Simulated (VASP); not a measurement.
# BN (P6_3mc) in VASP: further runs

Aim: see how the results for BN move with the level of theory and the settings. Levels: PBE, PBEsol, LDA. Tasks: relaxation of cell and atoms.

Program: VASP 6.6.1. These are calculated values, not measurements. Logs are shortened: lines on timing, memory, paths and dates and some standing lists are left out, and cuts for length are marked.

## 1. The cell of the first run

Symmetry: P6_3mc, No. 186, hexagonal system. Conventional cell: a = 2.536 Å, b = 2.536 Å, c = 4.199 Å, α = 90.00°, β = 90.00°, γ = 120.00°. Within 2.1 Å of B (site symmetry 3m) lie 4 N at 1.56 to 1.57 Å. Within 2.1 Å of N (site symmetry 3m) lie 4 B at 1.56 to 1.57 Å.

## 2. Relaxation of cell and atoms, PBE

INCAR

```
  PREC = Accurate
  ENCUT = 600
  EDIFF = 1E-6
  ISMEAR = -1
  SIGMA = 0.02
  LREAL = F
  LASPH = T
  NELM = 60
  ALGO = Normal
  ISIF = 3
  LWAVE = F
  LCHARG = F
  GGA = PE
  IBRION = 2
  NSW = 80
  EDIFFG = -0.01
```

KPOINTS

```
Automatic mesh
0
Gamma
  12 12 6
```

POSCAR

```
BN
1.0
    2.5360000000      0.0000000000      0.0000000000
   -1.2680000000      2.1962404200      0.0000000000
    0.0000000000      0.0000000000      4.1990000000
B N
2 2
Direct
    0.6666666700      0.3333333300      0.0000000000
    0.3333333300      0.6666666700      0.5000000000
    0.6666666700      0.3333333300      0.3750000000
    0.3333333300      0.6666666700      0.8750000000
```

Potentials or basis: VASP PAW PBE potentials, release 64 (B, N).

Started as:

```console
> cat potpaw_PBE.64/B/POTCAR potpaw_PBE.64/N/POTCAR > POTCAR
> mpirun -np 1 vasp_std > vasp.out
```

OUTCAR:

```text
PREC = Accurate
   ENCUT = 600
   EDIFF = 1E-6
   ISMEAR = -1
   LREAL = F
   LASPH = T
   NELM = 60
   ISIF = 3
   GGA = PE
   IBRION = 2
   NSW = 80
   EDIFFG = -0.01

 ion  position               nearest neighbor table
   1  0.667  0.333  0.000-   4 1.56   4 1.56   4 1.56   3 1.57
   2  0.333  0.667  0.500-   3 1.56   3 1.56   3 1.56   4 1.57
   3  0.667  0.333  0.375-   2 1.56   2 1.56   2 1.56   1 1.57
   4  0.333  0.667  0.875-   1 1.56   1 1.56   1 1.56   2 1.57

  LATTYP: Found a hexagonal cell.
 ALAT       =     2.5360000000
 C/A-ratio  =     1.6557570978

  Lattice vectors:

 A1 = (   2.5360000000,   0.0000000000,   0.0000000000)
 A2 = (  -1.2680000000,   2.1962404200,   0.0000000000)
 A3 = (   0.0000000000,   0.0000000000,   4.1990000000)

Analysis of symmetry for initial positions (statically):
=====================================================================
 Subroutine PRICEL returns:
 Original cell was already a primitive cell.

 Routine SETGRP: Setting up the symmetry group for a
 hexagonal supercell.

 Subroutine GETGRP returns: Found 12 space group operations
 (whereof  6 operations were pure point group operations)
 out of a pool of 24 trial point group operations.

The static configuration has the point symmetry C_3v.
 The point group associated with its full space group is C_6v.

Analysis of symmetry for dynamics (positions and initial velocities):
=====================================================================
 Subroutine PRICEL returns:
 Original cell was already a primitive cell.

 Routine SETGRP: Setting up the symmetry group for a
 hexagonal supercell.

 Subroutine GETGRP returns: Found 12 space group operations
 (whereof  6 operations were pure point group operations)
 out of a pool of 24 trial point group operations.

The dynamic configuration has the point symmetry C_3v.
 The point group associated with its full space group is C_6v.

 Subroutine INISYM returns: Found 12 space group operations
 (whereof  6 operations are pure point group operations),
 and found     1 'primitive' translations

----------------------------------------------------------------------------------------

                                     Primitive cell

  volume of cell :      23.3870

  direct lattice vectors                    reciprocal lattice vectors
     2.536000000  0.000000000  0.000000000     0.394321767  0.227661778  0.000000000
    -1.268000000  2.196240420  0.000000000     0.000000000  0.455323557  0.000000000
     0.000000000  0.000000000  4.199000000     0.000000000  0.000000000  0.238151941

  length of vectors
     2.536000000  2.535999997  4.199000000     0.455323556  0.455323557  0.238151941

  position of ions in fractional coordinates (direct lattice)
     0.666666670  0.333333330  0.000000000
     0.333333330  0.666666670  0.500000000
     0.666666670  0.333333330  0.375000000
     0.333333330  0.666666670  0.875000000

  ion indices of the primitive-cell ions
   primitive index   ion index
                 1           1
                 2           2
                 3           3
                 4           4

----------------------------------------------------------------------------------------

 KPOINTS: Automatic mesh

Automatic generation of k-mesh.
 Grid dimensions read from file:
 generate k-points for:   12   12    6

 Generating k-lattice:

  Cartesian coordinates                     Fractional coordinates (reciprocal lattice)
     0.032860147  0.018971815  0.000000000     0.083333333  0.000000000  0.000000000
     0.000000000  0.037943630  0.000000000     0.000000000  0.083333333  0.000000000
     0.000000000  0.000000000  0.039691990     0.000000000  0.000000000  0.166666667

  Length of vectors
     0.037943630  0.037943630  0.039691990

  Shift w.r.t. Gamma in fractional coordinates (k-lattice)
     0.000000000  0.000000000  0.000000000

 Subroutine IBZKPT returns following result:
 ===========================================

 Found     76 irreducible k-points:

 Following reciprocal coordinates:
            Coordinates               Weight
  0.000000  0.000000  0.000000      1.000000
  0.083333 -0.000000  0.000000      6.000000
  0.166667  0.000000  0.000000      6.000000
  0.250000 -0.000000  0.000000      6.000000
  0.333333  0.000000  0.000000      6.000000
  0.416667 -0.000000  0.000000      6.000000
[... 16 lines left out ...]
  0.250000 -0.000000  0.166667     12.000000
  0.333333  0.000000  0.166667     12.000000
 [... further k-points ...]
   k-points           NKPTS =     76   k-points in BZ     NKDIM =     76   number of bands    NBANDS=     12
   number of dos      NEDOS =    301   number of ions     NIONS =      4
   total plane-waves  NPLWV =  14400
   dimension x,y,z NGX =    20 NGY =   20 NGZ =   36
   dimension x,y,z NGXF=    40 NGYF=   40 NGZF=   72
   ions per type =               2   2
   NGX,Y,Z   is equivalent  to a cutoff of  13.11, 13.11, 14.25 a.u.
   NGXF,Y,Z  is equivalent  to a cutoff of  26.22, 26.22, 28.51 a.u.
 SYSTEM =  unknown system
   PREC   = accura    normal or accurate (medium, high low for compatibility)
   ISTART =      0    job   : 0-new  1-cont  2-samecut
   ICHARG =      2    charge: 1-file 2-atom 10-const
   ISPIN  =      1    spin polarized calculation?
   LNONCOLLINEAR =      F non collinear calculations
   LSORBIT =      F    spin-orbit coupling
   LASPH  =      T    aspherical Exc in radial PAW
   ENCUT  =  600.0 eV  44.10 Ry    6.64 a.u.   5.07  5.07  8.39*2*pi/ulx,y,z
   NELM   =     60;   NELMIN=  2; NELMDL= -5     # of ELM steps
   EDIFF  = 0.1E-05   stopping-criterion for ELM
   LREAL  =      F    real-space projection
   EDIFFG = -.1E-01   stopping-criterion for IOM
   NSW    =     80    number of steps for IOM
   IBRION =      2    ionic relax: 0-MD 1-quasi-New 2-CG
   NFREE  =      1    steps in history (QN), initial steepest desc. (CG)
   ISIF   =      3    stress and relaxation
   ISYM   =      2    0-nonsym 1-usesym 2-fastsym
   POTIM  = 0.5000    time-step for ionic-motion
   TEBEG  =    0.0;   TEEND  =   0.0 temperature during run
   PSTRESS=    0.0 pullay stress
   NELECT =      16.0000    total number of electrons
   NUPDOWN=      -1.0000    fix difference up-down
   EMIN   =  10.00;   EMAX   =-10.00  energy-range for DOS
   EFERMI =   0.00;   METHOD = LEGACY
   ISMEAR =    -1;   SIGMA  =   0.02  broadening in eV -4-tet -1-fermi 0-gaus
   EFERMI_NEDOS =   21; number of points for ismear=-14 and -15
   IALGO  =     38    algorithm
   IMIX   =      4    mixing-type and parameters
     AMIX     =   0.40;   BMIX     =  1.00
     AMIX_MAG =   1.60;   BMIX_MAG =  1.00
  volume/ion in A,a.u.               =       5.85        39.46
  Fermi-wavevector in a.u.,A,eV,Ry     =   1.442524  2.725976 28.312044  2.080877
  Thomas-Fermi vector in A             =   2.561035
   LORBIT       =      0    0 simple, 1 ext, 2 COOP (PROOUT), +10 PAW based schemes
   GGA     = PE    functional components
   LHFCALC =     F    Hartree Fock is set to
   AEXX    =    0.0000 exact exchange contribution
   IVDW    =     0    specifies the selected vdW correction
   LEPSILON=     F    determine dielectric tensor
   LRPA    =     F    only Hartree local field effects (RPA)
 conjugate gradient relaxation of ions
 non-spin polarized calculation
  energy-cutoff  :      600.00
  volume of cell :       23.39
 maximum number of plane-waves:       801
   NGX = 11   NGY = 11   NGZ = 17

--------------------------------------- Ionic step        1  -------------------------------------------

 number of electron      16.0000003 magnetization

 Free energy of the ion-electron system (eV)
  ---------------------------------------------------
  ext. energy  EPLUGINS =         0.00000000
  ---------------------------------------------------
  free energy    TOTEN  =       -34.82634886 eV

  energy without entropy =      -34.82634886  energy(sigma->0) =      -34.82634886

------------------------ aborting loop because EDIFF is reached ----------------------------------------

  FORCE on cell =-STRESS in cart. coord.  units (eV):
  Direction    XX          YY          ZZ          XY          YZ          ZX
  --------------------------------------------------------------------------------------
  -------------------------------------------------------------------------------------
  Total        1.2251548      1.2251548      1.0493580      0.0000000      0.0000000      0.0000000
  in kB       83.9318033     83.9318030     71.8884757      0.0000000      0.0000000      0.0000000
  external PRESSURE =      79.9173607 kB  Pullay stress =       0.0000000 kB

 VOLUME and BASIS-vectors are now :
 -----------------------------------------------------------------------------
  energy-cutoff  :      600.00
  volume of cell :       23.39
      direct lattice vectors                 reciprocal lattice vectors
     2.536000000  0.000000000  0.000000000     0.394321767  0.227661778  0.000000000
    -1.268000000  2.196240420  0.000000000     0.000000000  0.455323557  0.000000000
     0.000000000  0.000000000  4.199000000     0.000000000  0.000000000  0.238151941
[... 153 lines left out ...]
 POSITION                                       TOTAL-FORCE (eV/Angst)
 -----------------------------------------------------------------------------------
      1.27720      0.73739      0.00033         0.000000     -0.000000      0.023966
     -0.00000      1.47478      2.11227        -0.000000      0.000000      0.023966
      1.27720      0.73739      1.58363         0.000000     -0.000000     -0.023966
     -0.00000      1.47478      3.69558        -0.000000      0.000000     -0.023966
 -----------------------------------------------------------------------------------
    total drift:                                0.000001     -0.000000     -0.000630

  FREE ENERGIE OF THE ION-ELECTRON SYSTEM (eV)
  ---------------------------------------------------
  free  energy   TOTEN  =       -34.8383945060 eV

  energy  without entropy=      -34.8383945060  energy(sigma->0) =      -34.83839451

--------------------------------------- Ionic step        6  -------------------------------------------

 number of electron      16.0000003 magnetization

 Free energy of the ion-electron system (eV)
  ---------------------------------------------------
  ext. energy  EPLUGINS =         0.00000000
  ---------------------------------------------------
  free energy    TOTEN  =       -34.83841731 eV

  energy without entropy =      -34.83841731  energy(sigma->0) =      -34.83841731

 E-fermi :   7.8266     XC(G=0): -12.7634

 val. band max:        7.4337439575   @ k =   0.0000   0.0000   0.0000
 cond. band min:      12.6429530712   @ k =   0.3333   0.3333   0.0000
 fundamental gap:      5.2092091137
 Fermi energy:         7.8265938717

 k-point     1 :       0.0000    0.0000    0.0000
  band No.  band energies     occupation
      1     -12.8569      2.00000
      2      -8.7487      2.00000
      3      -3.3898      2.00000
      4       5.3301      2.00000
      5       5.3301      2.00000
      6       7.1714      2.00000
      7       7.4337      2.00000
      8       7.4337      2.00000
      9      15.7685      0.00000
     10      15.7685      0.00000
     11      15.9864      0.00000
     12      16.8455      0.00000

 k-point     2 :       0.0833   -0.0000    0.0000
  band No.  band energies     occupation
      1     -12.7070      2.00000
      2      -8.6339      2.00000
      3      -3.2410      2.00000
      4       4.6421      2.00000
      5       5.0505      2.00000
      6       6.8606      2.00000
      7       7.0257      2.00000
      8       7.2770      2.00000
      9      15.5169      0.00000
     10      16.0687      0.00000
     11      16.2432      0.00000
     12      17.3347      0.00000
[... 316 lines left out ...]
 k-point    24 :       0.3333    0.0000    0.1667
  band No.  band energies     occupation
      1     -10.4347      2.00000
      2      -7.7119      2.00000
      3      -1.3110      2.00000
      4       0.1282      2.00000
      5       1.5000      2.00000
      6       3.1812      2.00000
      7       4.9704      2.00000
      8       5.5476      2.00000
      9      14.2686      0.00000
     10      15.7314      0.00000
     11      18.3016      0.00000
     12      18.3681      0.00000

 [... further k-points ...]

------------------------ aborting loop because EDIFF is reached ----------------------------------------

  FORCE on cell =-STRESS in cart. coord.  units (eV):
  Direction    XX          YY          ZZ          XY          YZ          ZX
  --------------------------------------------------------------------------------------
  -------------------------------------------------------------------------------------
  Total        0.0212542      0.0212542      0.0102320      0.0000000      0.0000000      0.0000000
  in kB        1.4268937      1.4268937      0.6869196      0.0000000      0.0000000      0.0000000
  external PRESSURE =       1.1802356 kB  Pullay stress =       0.0000000 kB

 VOLUME and BASIS-vectors are now :
 -----------------------------------------------------------------------------
  energy-cutoff  :      600.00
  volume of cell :       23.87
      direct lattice vectors                 reciprocal lattice vectors
     2.554160057  0.000000000  0.000000000     0.391518142  0.226043105  0.000000000
    -1.277080028  2.211967490  0.000000000     0.000000000  0.452086210  0.000000000
     0.000000000  0.000000000  4.224121137     0.000000000  0.000000000  0.236735635

 POSITION                                       TOTAL-FORCE (eV/Angst)
 -----------------------------------------------------------------------------------
      1.27708      0.73732      0.00081         0.000000     -0.000000      0.001698
     -0.00000      1.47465      2.11287        -0.000000      0.000000      0.001698
      1.27708      0.73732      1.58323        -0.000000     -0.000000     -0.001698
     -0.00000      1.47465      3.69529         0.000000      0.000000     -0.001698
 -----------------------------------------------------------------------------------
    total drift:                                0.000001     -0.000000      0.000258

  FREE ENERGIE OF THE ION-ELECTRON SYSTEM (eV)
  ---------------------------------------------------
  free  energy   TOTEN  =       -34.8384173051 eV

  energy  without entropy=      -34.8384173051  energy(sigma->0) =      -34.83841731

 reached required accuracy - stopping structural energy minimisation
```

It took 44 s on 1 thread of Intel Xeon Platinum 8488C (Sapphire Rapids), shared host; peak memory 0.15 GiB.

Results:

* Free energy: -34.8384 eV
* Relaxed volume: 5.97 Å³/atom
* Relaxed cell: a = 2.554 Å, b = 2.554 Å, c = 4.224 Å, α = 90.00°, β = 90.00°, γ = 120.00°
* Space group after relaxing (to 0.05 Å): P6_3mc (No. 186)
* Energy gained by relaxing: 3.0 meV/atom
* Ionic steps: 6
* Pressure after relaxing: 0.1 GPa
* Band gap on the k mesh: 5.21 eV, indirect (least direct gap 8.24 eV)

Step by step:
```
step  energy change (eV)  largest force (eV/Å)  pressure (GPa)  volume (Å³)
   1              0.0000                0.0579            7.99        23.39
   2              0.0010                0.1021           -7.70        24.39
   3             -0.0120                0.0247            0.03        23.87
   4             -0.0120                0.0232            0.16        23.86
   5             -0.0120                0.0240            0.08        23.87
   6             -0.0121                0.0017            0.12        23.87
```

Final structure:
```
B N
1.0
     2.55416    0.00000    0.00000
    -1.27708    2.21197    0.00000
     0.00000    0.00000    4.22412
B N
2 2
Direct
  0.66667 0.33333 0.00019
  0.33333 0.66667 0.50019
  0.66667 0.33333 0.37481
  0.33333 0.66667 0.87481
```

Levels at points of the mesh, in eV from the valence-band top:
| k point | band 4 | band 5 | band 6 | band 7 | band 8 | band 9 | band 10 | band 11 | band 12 |
| --- | --- | --- | --- | --- | --- | --- | --- | --- | --- |
| (0.00, 0.00, 0.00) | -2.10 | -2.10 | -0.26 | 0.00 | 0.00 | 8.33 | 8.33 | 8.55 | 9.41 |
| (0.50, 0.00, 0.00) | -7.74 | -6.85 | -4.94 | -4.36 | -2.09 | 6.68 | 7.94 | 10.56 | 11.40 |
| (0.00, 0.00, 0.50) | -5.67 | -1.17 | -1.17 | -1.17 | -1.17 | 9.41 | 9.41 | 9.88 | 9.88 |
| (0.50, 0.00, 0.50) | -9.94 | -3.73 | -3.73 | -3.54 | -3.54 | 6.56 | 6.56 | 9.98 | 9.98 |

A k mesh can miss the band edges. Zero-point motion and thermal expansion aren't in these numbers.

(Part 1 of 3 ends here.)
